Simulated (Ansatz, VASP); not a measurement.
**Two plane-wave programs on Al3GaN4**

Contents of INCAR:

```
ALGO = Normal
EDIFF = 1E-6
ENCUT = 520
GGA = PS
ISIF = 2
ISMEAR = 0
LASPH = T
LCHARG = T
LELF = T
LREAL = F
LVHAR = T
LWAVE = F
NBANDS = 31
NELM = 80
PREC = Accurate
SIGMA = 0.05
```

Contents of KPOINTS:

```
k-points
0
Gamma
  6 6 6
```

POSCAR

```
Al3GaN4
1.0
    4.3630472571      0.0808706234      0.0808706234
    0.0808706234      4.3630472571      0.0808706234
    0.0808706234      0.0808706234      4.3630472571
Al Ga N
3 1 4
Direct
    0.5000000000      0.5000000000      0.0000000000
    0.5000000000      0.0000000000      0.5000000000
    0.0000000000      0.5000000000      0.5000000000
    0.0000000000      0.0000000000      0.0000000000
    0.7447140287      0.7447140287      0.2552859713
    0.7447140287      0.2552859713      0.7447140287
    0.2552859713      0.7447140287      0.7447140287
    0.2552859713      0.2552859713      0.2552859713
```

Input for Ansatz:

```yaml
crystal:
  lattice:
    - [4.3630472571, 0.0808706234, 0.0808706234]
    - [0.0808706234, 4.3630472571, 0.0808706234]
    - [0.0808706234, 0.0808706234, 4.3630472571]
  atoms:
    - { symbol: Al, position: [0.5, 0.5, 0.0] }
    - { symbol: Al, position: [0.5, 0.0, 0.5] }
    - { symbol: Al, position: [0.0, 0.5, 0.5] }
    - { symbol: Ga, position: [0.0, 0.0, 0.0] }
    - { symbol: "N", position: [0.7447140287, 0.7447140287, 0.2552859713] }
    - { symbol: "N", position: [0.7447140287, 0.2552859713, 0.7447140287] }
    - { symbol: "N", position: [0.2552859713, 0.7447140287, 0.7447140287] }
    - { symbol: "N", position: [0.2552859713, 0.2552859713, 0.2552859713] }
basis:
  ecutwfc: 520.0
kpoints:
  mp_grid: { grid: [6, 6, 6] }
hamiltonian:
  xc: pbesol
scf:
  occupations: { method: gaussian, width: 0.05 }
output:
  forces: true
  stress: true
  eigenvalues: true
```

Change from the starting cell: equal engineering shear yz, xz and xy +0.0367, equal normal strain along x, y and z -0.0100.

Alike in both runs: task single point; functional PBEsol; k mesh 6 × 6 × 6; occupations gaussian, width 0.05 eV; no spin polarisation.

|  | VASP | Ansatz |
| --- | --- | --- |
| version | VASP 6.6.1 | Ansatz 0.2.0 |
| potentials or method | VASP PAW PBE potentials, release 64 (Al, Ga_d, N), cutoff 520 eV | scalar-relativistic, plane waves, PAW |
| valence electrons in the cell | 42 | 42 |

Ansatz gave:

- gap on the k mesh at the Fermi level (eV): 3.13
- least direct gap on the mesh (eV): 3.13
- pressure (GPa): 7.4
- traceless stress, the component that is largest in VASP (GPa): -8.18
- rms of the force components (eV/Å): 0.310

Q: What did VASP give for the same quantities?

A: gap on the k mesh at the Fermi level (eV): 3.12; least direct gap on the mesh (eV): 3.12; pressure (GPa): 7.4; traceless stress, the component that is largest in VASP (GPa): -8.26; rms of the force components (eV/Å): 0.313.

VASP's potentials were made for PBE, not for PBEsol. Atom by atom the forces differ by 0.008 eV/Å (rms over components). With one functional, cell and mesh, what is left measures potentials, basis and numerics.
